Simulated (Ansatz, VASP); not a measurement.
SiPdRu5: VASP beside Ansatz

```xyz
7
Lattice="7.6440 0.0000 0.0000 -3.8220 6.6199 0.0000 0.0000 0.0000 4.3835" Properties=species:S:1:pos:R:3 pbc="T T T"
Si    0.0000    0.0000    0.0000
Ru    3.8220    0.0000    0.0000
Ru   -1.9110    3.3099    0.0000
Ru    1.9110    3.3099    0.0000
Ru    0.0000    4.4133    0.0000
Ru    3.8220    2.2066    0.0000
Pd    0.0000    0.0000    2.1917
```

Alike in both runs: functional PBE; k mesh 3 × 3 × 4; occupations gaussian, width 0.2 eV; no spin polarisation.

Ansatz relaxed the structure, and its values are those at the end. VASP's run is a single point on that final structure, the one shown.

```csv
,VASP,Ansatz
version,VASP 6.6.1,Ansatz 0.2.0
potentials or method,"VASP PAW PBE potentials, release 64 (Si, Ru_pv, Pd), cutoff 500 eV","scalar-relativistic, plane waves, PAW"
valence electrons in the cell,84,102
```

Ansatz gave:

* gap on the k mesh at the Fermi level (eV): none
* pressure (GPa): 0.1

Which values does VASP return?

gap on the k mesh at the Fermi level (eV): none; pressure (GPa): 0.5.

A gap of «none» marks a metal or a gap that the smearing closes. VASP's potentials hold 84 valence electrons a cell and Ansatz's 102, so a difference there can come from the potentials and not from the codes.
